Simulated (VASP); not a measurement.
The system is Si3Sn.

```
Si Sn
1.0
     4.03764    0.00000    0.00000
     0.00000    4.03764    0.00000
     0.00000    0.00000    5.74862
Si Sn
3 1
Cartesian
  2.0188 0.0000 4.4529
  2.0188 2.0188 0.0000
  0.0000 2.0188 1.2957
  0.0000 0.0000 2.8743
```

Base run:

| Item | Value |
| --- | --- |
| Program | VASP 6.6.1 |
| Functional | r2SCAN |
| Potentials or basis | VASP PAW PBE potentials, release 64 (Si, Sn_d) |
| Cutoff | 520 eV |
| k mesh | 6 × 6 × 4 |
| Occupations | gaussian, width 0.01 eV |
| Spin | no spin polarisation |

Its results: band gap on the k mesh 0.41 eV, indirect (least direct gap 0.69 eV); pressure -0.2 GPa; largest force 0.005 eV/Å.

Q: The run is repeated on the same cell with these changes: functional from r2SCAN to PBE; occupations from gaussian, width 0.01 eV to fermi-dirac, width 0.02 eV. What comes out?

A: Band gap on the k mesh 0.23 eV, indirect (least direct gap 0.50 eV); pressure 1.4 GPa; largest force 0.082 eV/Å.

Caveats: spin-orbit coupling is left out, which moves the levels of the heavy elements; the PAW data sets were made with another functional, which shifts forces and pressure a little (some runs).

A k mesh can miss the band edges.
